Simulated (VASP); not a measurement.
# Cu (Cmcm) in VASP: a series of runs

The runs below take Cu through single point, with r2SCAN.

Program: VASP 6.6.1. These are calculated values, not measurements. Logs are shortened: lines on timing, memory, paths and dates and some standing lists are left out, and cuts for length are marked.

## Step 1: The cell of the first run

The structure is orthorhombic, space group Cmcm (No. 63). The conventional cell has a = 2.437 Å, b = 7.953 Å, c = 2.475 Å, α = 90.00°, β = 90.00°, γ = 90.00°. Within 3.2 Å of Cu (site symmetry m2m) lie 10 Cu at 2.44 to 2.54 Å.

## Step 2: Single point, r2SCAN

POSCAR

```
Cu
1.0
    1.2184640000     -3.9763780000      0.0000000000
    1.2184640000      3.9763780000      0.0000000000
    0.0000000000      0.0000000000      2.4754960000
Cu
2
Direct
    0.1338670000      0.8661330000      0.2500000000
    0.8661330000      0.1338670000      0.7500000000
```

INCAR.step1

```
SYSTEM = Cu
PREC = Accurate ; ENCUT = 520
ISMEAR = 1 ; SIGMA = 0.1
LREAL = .False. ; LASPH = .True.
NELM = 60 ; NBANDS = 18
GGA = PE ; ALGO = Normal
EDIFF = 1E-4 ; LWAVE = .True.
LCHARG = .False.
```

INCAR.step2

```
SYSTEM = Cu
PREC = Accurate ; ENCUT = 520
EDIFF = 1E-7 ; ISMEAR = 1
SIGMA = 0.1 ; LREAL = .False.
LASPH = .True. ; NELM = 60
ALGO = Normal ; ISIF = 2
LWAVE = .False. ; LCHARG = .False.
METAGGA = R2SCAN ; LMIXTAU = .True.
NBANDS = 18 ; ISTART = 1
```

KPOINTS

```
regular mesh
0
Gamma
  13 13 12
  0 0 0
```

Potentials or basis: VASP PAW PBE potentials, release 64 (Cu).

Launch:

```sh
$ cat potpaw_PBE.64/Cu/POTCAR > POTCAR
$ cp INCAR.step1 INCAR
$ mpirun -np 1 vasp_std > vasp.out
$ cp INCAR.step2 INCAR
$ mpirun -np 1 vasp_std > vasp.out
```

OUTCAR:

```text
SYSTEM = Cu
   PREC = Accurate
   ENCUT = 520
   EDIFF = 1E-7
   ISMEAR = 1
   LREAL = .False.
   LASPH = .True.
   NELM = 60
   ISIF = 2
   METAGGA = R2SCAN
   ISTART = 1

 ion  position               nearest neighbor table
   1  0.134  0.866  0.250-   2 2.46   2 2.46   2 2.54   2 2.54   2 2.54   2 2.54
   2  0.866  0.134  0.750-   1 2.46   1 2.46   1 2.54   1 2.54   1 2.54   1 2.54

  LATTYP: Found a base centered orthorhombic cell.
 ALAT       =     2.4369280000
 B/A-ratio  =     3.2634349476
 C/A-ratio  =     1.0158264832

  Lattice vectors:

 A1 = (   1.2184640000,  -3.9763780000,   0.0000000000)
 A2 = (   1.2184640000,   3.9763780000,   0.0000000000)
 A3 = (   0.0000000000,   0.0000000000,   2.4754960000)

Analysis of symmetry for initial positions (statically):
=====================================================================
 Subroutine PRICEL returns:
 Original cell was already a primitive cell.

 Routine SETGRP: Setting up the symmetry group for a
 base centered orthorhombic supercell.

 Subroutine GETGRP returns: Found  8 space group operations
 (whereof  4 operations were pure point group operations)
 out of a pool of  8 trial point group operations.

The static configuration has the point symmetry C_2h.
 The point group associated with its full space group is D_2h.

Analysis of symmetry for dynamics (positions and initial velocities):
=====================================================================
 Subroutine PRICEL returns:
 Original cell was already a primitive cell.

 Routine SETGRP: Setting up the symmetry group for a
 base centered orthorhombic supercell.

 Subroutine GETGRP returns: Found  8 space group operations
 (whereof  4 operations were pure point group operations)
 out of a pool of  8 trial point group operations.

The dynamic configuration has the point symmetry C_2h.
 The point group associated with its full space group is D_2h.

 Subroutine INISYM returns: Found  8 space group operations
 (whereof  4 operations are pure point group operations),
 and found     1 'primitive' translations

----------------------------------------------------------------------------------------

                                     Primitive cell

  volume of cell :      23.9879

  direct lattice vectors                    reciprocal lattice vectors
     1.218464000 -3.976378000  0.000000000     0.410352706 -0.125742573  0.000000000
     1.218464000  3.976378000  0.000000000     0.410352706  0.125742573  0.000000000
     0.000000000  0.000000000  2.475496000     0.000000000  0.000000000  0.403959449

  length of vectors
     4.158874429  4.158874429  2.475496000     0.429185902  0.429185902  0.403959449

  position of ions in fractional coordinates (direct lattice)
     0.133867000  0.866133000  0.250000000
     0.866133000  0.133867000  0.750000000

  ion indices of the primitive-cell ions
   primitive index   ion index
                 1           1
                 2           2

----------------------------------------------------------------------------------------

 KPOINTS: regular mesh

Automatic generation of k-mesh.
 Grid dimensions read from file:
 generate k-points for:   13   13   12

 Generating k-lattice:

  Cartesian coordinates                     Fractional coordinates (reciprocal lattice)
     0.031565593 -0.009672506  0.000000000     0.076923077 -0.000000000  0.000000000
     0.031565593  0.009672506  0.000000000    -0.000000000  0.076923077  0.000000000
     0.000000000  0.000000000  0.033663287     0.000000000  0.000000000  0.083333333

  Length of vectors
     0.033014300  0.033014300  0.033663287

  Shift w.r.t. Gamma in fractional coordinates (k-lattice)
     0.000000000  0.000000000  0.000000000

 Subroutine IBZKPT returns following result:
 ===========================================

 Found    343 irreducible k-points:

 Following reciprocal coordinates:
            Coordinates               Weight
  0.000000  0.000000  0.000000      1.000000
  0.076923  0.000000  0.000000      4.000000
  0.153846  0.000000  0.000000      4.000000
  0.230769  0.000000  0.000000      4.000000
  0.307692  0.000000  0.000000      4.000000
  0.384615 -0.000000  0.000000      4.000000
[... 16 lines left out ...]
  0.384615  0.153846  0.000000      4.000000
  0.461538  0.153846  0.000000      4.000000
 [... further k-points ...]
   k-points           NKPTS =    343   k-points in BZ     NKDIM =    343   number of bands    NBANDS=     18
   number of dos      NEDOS =    301   number of ions     NIONS =      2
   total plane-waves  NPLWV =  18432
   dimension x,y,z NGX =    32 NGY =   32 NGZ =   18
   dimension x,y,z NGXF=    64 NGYF=   64 NGZF=   36
   ions per type =               2
   NGX,Y,Z   is equivalent  to a cutoff of  12.79, 12.79, 12.09 a.u.
   NGXF,Y,Z  is equivalent  to a cutoff of  25.58, 25.58, 24.18 a.u.
 SYSTEM =  Cu
   PREC   = accura    normal or accurate (medium, high low for compatibility)
   ISTART =      1    job   : 0-new  1-cont  2-samecut
   ICHARG =      0    charge: 1-file 2-atom 10-const
   ISPIN  =      1    spin polarized calculation?
   LNONCOLLINEAR =      F non collinear calculations
   LSORBIT =      F    spin-orbit coupling
   LASPH  =      T    aspherical Exc in radial PAW
   ENCUT  =  520.0 eV  38.22 Ry    6.18 a.u.   7.73  7.73  4.60*2*pi/ulx,y,z
   NELM   =     60;   NELMIN=  2; NELMDL=  0     # of ELM steps
   EDIFF  = 0.1E-06   stopping-criterion for ELM
   LREAL  =      F    real-space projection
   EDIFFG = 0.1E-05   stopping-criterion for IOM
   NSW    =      0    number of steps for IOM
   IBRION =     -1    ionic relax: 0-MD 1-quasi-New 2-CG
   NFREE  =      0    steps in history (QN), initial steepest desc. (CG)
   ISIF   =      2    stress and relaxation
   ISYM   =      2    0-nonsym 1-usesym 2-fastsym
   POTIM  = 0.5000    time-step for ionic-motion
   TEBEG  =    0.0;   TEEND  =   0.0 temperature during run
   PSTRESS=    0.0 pullay stress
   NELECT =      22.0000    total number of electrons
   NUPDOWN=      -1.0000    fix difference up-down
   EMIN   =  10.00;   EMAX   =-10.00  energy-range for DOS
   EFERMI =   0.00;   METHOD = LEGACY
   ISMEAR =     1;   SIGMA  =   0.10  broadening in eV -4-tet -1-fermi 0-gaus
   EFERMI_NEDOS =   21; number of points for ismear=-14 and -15
   IALGO  =     38    algorithm
   IMIX   =      4    mixing-type and parameters
     AMIX     =   0.40;   BMIX     =  1.00
     AMIX_MAG =   1.60;   BMIX_MAG =  1.00
  volume/ion in A,a.u.               =      11.99        80.94
  Fermi-wavevector in a.u.,A,eV,Ry     =   1.590565  3.005733 34.421356  2.529898
  Thomas-Fermi vector in A             =   2.689241
   LORBIT       =      0    0 simple, 1 ext, 2 COOP (PROOUT), +10 PAW based schemes
   METAGGA = R2SCAN    functional components
   LHFCALC =     F    Hartree Fock is set to
   AEXX    =    0.0000 exact exchange contribution
   IVDW    =     0    specifies the selected vdW correction
   LEPSILON=     F    determine dielectric tensor
   LRPA    =     F    only Hartree local field effects (RPA)
 non-spin polarized calculation
 Methfessel and Paxton  Order N= 1 SIGMA  =   0.10
  energy-cutoff  :      520.00
  volume of cell :       23.99
 maximum number of plane-waves:       671
   NGX = 15   NGY = 15   NGZ =  9

 number of electron      21.9999988 magnetization

 Free energy of the ion-electron system (eV)
  ---------------------------------------------------
  ext. energy  EPLUGINS =         0.00000000
  ---------------------------------------------------
  free energy    TOTEN  =       -21.34713509 eV

  energy without entropy =      -21.34714231  energy(sigma->0) =      -21.34713750

 E-fermi :   7.2191     XC(G=0): -13.5762

 val. band max:        7.2108999349   @ k =  -0.2308   0.1538   0.5000
 cond. band min:       7.2341315692   @ k =   0.4615   0.0769   0.1667
 fundamental gap:      0.0232316343
 Fermi energy:         7.2191301648

 k-point     1 :       0.0000    0.0000    0.0000
  band No.  band energies     occupation
      1      -2.3167      2.00000
      2       2.0919      2.00000
      3       2.8751      2.00000
      4       3.3643      2.00000
      5       4.0863      2.00000
      6       4.3439      2.00000
[... 10 lines left out ...]
     17      27.4625      0.00000
     18      29.6187      0.00000

 k-point     2 :       0.0769    0.0000    0.0000
  band No.  band energies     occupation
      1      -2.1394      2.00000
      2       2.1572      2.00000
      3       2.9407      2.00000
      4       3.4255      2.00000
      5       4.1059      2.00000
      6       4.3366      2.00000
[... 10 lines left out ...]
     17      28.1254      0.00000
     18      31.4366      0.00000

 k-point     3 :       0.1538    0.0000    0.0000
  band No.  band energies     occupation
      1      -1.6177      2.00000
      2       2.3259      2.00000
      3       3.1200      2.00000
      4       3.5933      2.00000
      5       4.1590      2.00000
      6       4.1745      2.00000
[... 10 lines left out ...]
     17      28.4369      0.00000
     18      31.8570      0.00000

 k-point     4 :       0.2308    0.0000    0.0000
  band No.  band energies     occupation
      1      -0.7894      2.00000
      2       2.5275      2.00000
      3       3.3422      2.00000
      4       3.5566      2.00000
      5       4.0200      2.00000
      6       4.2284      2.00000
[... 10 lines left out ...]
     17      28.7751      0.00000
     18      32.1235      0.00000

 k-point     5 :       0.3077    0.0000    0.0000
  band No.  band energies     occupation
      1       0.2538      2.00000
      2       2.6499      2.00000
      3       3.2833      2.00000
      4       3.5407      2.00000
      5       4.1238      2.00000
      6       4.2858      2.00000
[... 10 lines left out ...]
     17      29.1594      0.00000
     18      30.1014      0.00000

 k-point     6 :       0.3846   -0.0000    0.0000
  band No.  band energies     occupation
      1       1.2878      2.00000
      2       2.5814      2.00000
      3       3.2595      2.00000
      4       3.7657      2.00000
      5       4.1100      2.00000
      6       4.3110      2.00000
[... 10 lines left out ...]
     17      28.1148      0.00000
     18      29.8812      0.00000

 k-point     7 :       0.4615    0.0000    0.0000
  band No.  band energies     occupation
      1       1.9248      2.00000
      2       2.4627      2.00000
      3       3.3312      2.00000
      4       3.9765      2.00000
      5       4.2045      2.00000
      6       4.3203      2.00000
[... 10 lines left out ...]
     17      29.9637      0.00000
     18      30.3992      0.00000

 k-point     8 :       0.0769    0.0769    0.0000
  band No.  band energies     occupation
      1      -1.6772      2.00000
      2       2.3327      2.00000
      3       3.1517      2.00000
      4       3.5625      2.00000
      5       4.1409      2.00000
      6       4.2418      2.00000
[... 10 lines left out ...]
     17      28.4099      0.00000
     18      32.0898      0.00000
[... 229 lines left out ...]
     17      28.0600      0.00000
     18      29.5571      0.00000

 k-point    20 :       0.1538    0.1538    0.0000
  band No.  band energies     occupation
      1       0.0597      2.00000
      2       2.7430      2.00000
      3       3.2260      2.00000
      4       3.5394      2.00000
      5       4.1690      2.00000
      6       4.2333      2.00000
[... 10 lines left out ...]
     17      29.1180      0.00000
     18      33.0344      0.00000

 k-point    21 :       0.2308    0.1538    0.0000
  band No.  band energies     occupation
      1       1.0917      2.00000
      2       2.8220      2.00000
      3       3.0498      2.00000
      4       3.5365      2.00000
      5       4.1621      2.00000
      6       4.2434      2.00000
[... 10 lines left out ...]
     17      29.6103      0.00000
     18      30.4492      0.00000

 k-point    22 :       0.3077    0.1538    0.0000
  band No.  band energies     occupation
      1       1.8199      2.00000
      2       2.6885      2.00000
      3       3.1805      2.00000
      4       3.6198      2.00000
      5       4.0867      2.00000
      6       4.2428      2.00000
[... 10 lines left out ...]
     17      29.5494      0.00000
     18      30.2492      0.00000

 k-point    23 :       0.3846    0.1538    0.0000
  band No.  band energies     occupation
      1       2.0147      2.00000
      2       2.4647      2.00000
      3       3.3922      2.00000
      4       3.8187      2.00000
      5       3.9882      2.00000
      6       4.2743      2.00000
[... 10 lines left out ...]
     17      30.4316      0.00000
     18      30.6055      0.00000

 k-point    24 :       0.4615    0.1538    0.0000
  band No.  band energies     occupation
      1       1.6678      2.00000
      2       2.3561      2.00000
      3       3.4451      2.00000
      4       3.8279      2.00000
      5       3.9476      2.00000
      6       4.3498      2.00000
[... 10 lines left out ...]
     17      29.0732      0.00000
     18      29.9897      0.00000

 [... further k-points ...]

------------------------ aborting loop because EDIFF is reached ----------------------------------------

  FORCE on cell =-STRESS in cart. coord.  units (eV):
  Direction    XX          YY          ZZ          XY          YZ          ZX
  --------------------------------------------------------------------------------------
  -------------------------------------------------------------------------------------
  Total        0.0973109      0.0679987      0.1563998      0.0000000      0.0000000      0.0000000
  in kB        6.4994906      4.5417043     10.4461025      0.0000000      0.0000000      0.0000000
  external PRESSURE =       7.1624324 kB  Pullay stress =       0.0000000 kB

 VOLUME and BASIS-vectors are now :
 -----------------------------------------------------------------------------
  energy-cutoff  :      520.00
  volume of cell :       23.99
      direct lattice vectors                 reciprocal lattice vectors
     1.218464000 -3.976378000  0.000000000     0.410352706 -0.125742573  0.000000000
     1.218464000  3.976378000  0.000000000     0.410352706  0.125742573  0.000000000
     0.000000000  0.000000000  2.475496000     0.000000000  0.000000000  0.403959449

 POSITION                                       TOTAL-FORCE (eV/Angst)
 -----------------------------------------------------------------------------------
      1.21846      2.91177      0.61887         0.000000      0.007365      0.000000
      1.21846     -2.91177      1.85662         0.000000     -0.007365     -0.000000
 -----------------------------------------------------------------------------------
    total drift:                                0.000000     -0.000000      0.000000

  FREE ENERGIE OF THE ION-ELECTRON SYSTEM (eV)
  ---------------------------------------------------
  free  energy   TOTEN  =       -21.3471350921 eV

  energy  without entropy=      -21.3471423075  energy(sigma->0) =      -21.34713750
```

It took 7.7 min on 1 thread of Intel Xeon 8259CL, shared host; peak memory 0.25 GiB.

Results:

| Property | Result |
| --- | --- |
| Free energy | -21.3471 eV |
| Pressure | 0.7 GPa |
| Largest force | 0.007 eV/Å |
| Band gap on the k mesh | zero (bands 11 and 12 overlap by 5.96 eV) |

Forces in eV/Å, atoms in the order of the input:
```
Cu   0.000  0.007  0.000
Cu   0.000 -0.007  0.000
```

Levels at points of the mesh, in eV from the Fermi level:
| k point | band 9 | band 10 | band 11 | band 12 | band 13 | band 14 |
| --- | --- | --- | --- | --- | --- | --- |
| (0.00, 0.00, 0.00) | -1.96 | -1.82 | -1.53 | -0.03 | 5.06 | 15.51 |
| (0.00, 0.00, 0.50) | -1.83 | -1.83 | -0.02 | -0.02 | 8.57 | 8.57 |

Caveat: the PAW data sets were made with another functional, which shifts forces and pressure a little.

## Step 3: Single point, r2SCAN

POSCAR is that of step 2.

INCAR.step1

```
  ALGO = Normal
  EDIFF = 1E-4
  ENCUT = 520
  GGA = PE
  ISMEAR = 1
  LASPH = T
  LCHARG = F
  LREAL = F
  LWAVE = T
  NBANDS = 18
  NELM = 60
  PREC = Accurate
  SIGMA = 0.1
```

INCAR.step2

```
  ALGO = Normal
  EDIFF = 1E-6
  ENCUT = 520
  ISIF = 2
  ISMEAR = 1
  ISTART = 1
  LASPH = T
  LCHARG = F
  LMIXTAU = T
  LREAL = F
  LWAVE = F
  METAGGA = R2SCAN
  NBANDS = 18
  NELM = 60
  PREC = Accurate
  SIGMA = 0.1
```

KPOINTS

```
k-points
0
Gamma
  13 13 12
```

Potentials or basis: VASP PAW PBE potentials, release 64 (Cu).

Launch:

```sh
$ cat potpaw_PBE.64/Cu/POTCAR > POTCAR
$ cp INCAR.step1 INCAR
$ mpirun -np 1 vasp_std > vasp.out
$ cp INCAR.step2 INCAR
$ mpirun -np 1 vasp_std > vasp.out
```

Run time: 7.4 min. Hardware: 1 thread of Intel Xeon 8259CL, shared host; peak memory 0.25 GiB.

Results (log left out):

```
Free energy            : -21.3471 eV
Pressure               : 0.9 GPa
Largest force          : 0.008 eV/Å
Band gap on the k mesh : zero (bands 11 and 12 overlap by 5.96 eV)
```

Forces on the atoms (eV/Å):
```
Cu   0.000  0.008  0.000
Cu   0.000 -0.008  0.000
```

Stress tensor (GPa, compression positive):
```
0.81 0.00 0.00
0.00 0.61 0.00
0.00 0.00 1.20
```

Levels at points of the mesh, in eV from the Fermi level:
| k point | band 7 | band 8 | band 9 | band 10 | band 11 | band 12 | band 13 | band 14 | band 15 | band 16 |
| --- | --- | --- | --- | --- | --- | --- | --- | --- | --- | --- |
| (0.00, 0.00, 0.00) | -2.45 | -2.14 | -1.96 | -1.82 | -1.53 | -0.03 | 5.06 | 15.51 | 19.28 | 20.18 |
| (0.00, 0.00, 0.50) | -2.86 | -2.86 | -1.83 | -1.83 | -0.02 | -0.02 | 8.57 | 8.57 | 9.89 | 9.89 |

Caveat: the PAW data sets were made with another functional, which shifts forces and pressure a little.
